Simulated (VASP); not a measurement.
InGa3As4:

```
CELL_PARAMETERS angstrom
5.77920 0.00000 0.00000
0.00000 5.77920 0.00000
0.00000 0.00000 5.77920
ATOMIC_POSITIONS crystal
Ga 0.50000 0.00000 0.00000
Ga 0.00000 0.50000 0.00000
Ga 0.00000 0.00000 0.50000
As 0.75954 0.24046 0.24046
As 0.24046 0.75954 0.24046
As 0.24046 0.24046 0.75954
As 0.75954 0.75954 0.75954
In 0.50000 0.50000 0.50000
```

Base run:

| Quantity | Value |
| --- | --- |
| Program | VASP 6.6.1 |
| Functional | PBE |
| Potentials or basis | VASP PAW PBE potentials, release 64 (Ga_d, As, In_d) |
| Cutoff | 520 eV |
| k mesh | 4 × 4 × 4 |
| Occupations | fermi-dirac, width 0.02 eV |
| Spin | no spin polarisation |

Its results: band gap on the k mesh 0.11 eV; pressure 2.7 GPa.

Question: The run is repeated on the same cell with these changes: functional from PBE to r2SCAN; further incar settings from ALGO = Normal; EDIFF = 1e-07; NBANDS = 46 to ALGO = Normal; EDIFF = 1e-06; NBANDS = 46. What comes out?

Answer: Band gap on the k mesh 0.54 eV; pressure 0.0 GPa.

Caveats: spin-orbit coupling is left out, which moves the levels of the heavy elements; the PAW data sets were made with another functional, which shifts forces and pressure a little (at least some runs).

